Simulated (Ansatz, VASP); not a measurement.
## Two plane-wave programs on SrO

Contents of INCAR:

```
PREC = Accurate ; ENCUT = 600
EDIFF = 1E-6 ; ISMEAR = 0
SIGMA = 0.01 ; LREAL = F
LASPH = T ; NELM = 120
ALGO = Normal ; ISIF = 2
LWAVE = F ; LCHARG = F
GGA = PE ; NBANDS = 15
GGA_COMPAT = F
```

The input KPOINTS:

```
regular mesh
0
Gamma
  6 6 6
```

The input POSCAR:

```
SrO
1.0
    0.0000000000      2.5663000000      2.5663000000
    2.5663000000      0.0000000000      2.5663000000
    2.5663000000      2.5663000000      0.0000000000
Sr O
1 1
Direct
    0.5000000000      0.5000000000      0.5000000000
    0.0000000000      0.0000000000      0.0000000000
```

Input for Ansatz:

```yaml
crystal:
  lattice:
    - [0.0, 2.5663, 2.5663]
    - [2.5663, 0.0, 2.5663]
    - [2.5663, 2.5663, 0.0]
  atoms:
    - { symbol: Sr, position: [0.5, 0.5, 0.5] }
    - { symbol: O, position: [0.0, 0.0, 0.0] }
kpoints:
  mp_grid:
    grid: [6, 6, 6]
hamiltonian:
  xc: pbe
  pseudopotentials:
    kind: paw
scf:
  convergence:
    dr2_threshold: 1.0e-08
  occupations:
    method: fixed
output:
  forces: true
  stress: true
  eigenvalues: true
```

Alike in both runs: task single point; functional PBE; k mesh 6 × 6 × 6; no spin polarisation.

|  | VASP | Ansatz |
| --- | --- | --- |
| version | VASP 6.6.1 | Ansatz 0.2.0 |
| potentials or method | VASP PAW PBE potentials, release 64 (Sr_sv, O) | plane waves, PAW |
| plane-wave cutoff (eV) | 600 | 420 |
| occupations | gaussian, width 0.01 eV | fixed |
| valence electrons in the cell | 16 | 16 |

Ansatz gave:

| Quantity | Value |
| --- | --- |
| gap on the k mesh at the Fermi level (eV) | 3.31 |
| pressure (GPa) | 3.3 |

Estimate VASP's values.

gap on the k mesh at the Fermi level (eV): 3.26; pressure (GPa): 3.8.

Ansatz's warnings: stress scf threshold loose.
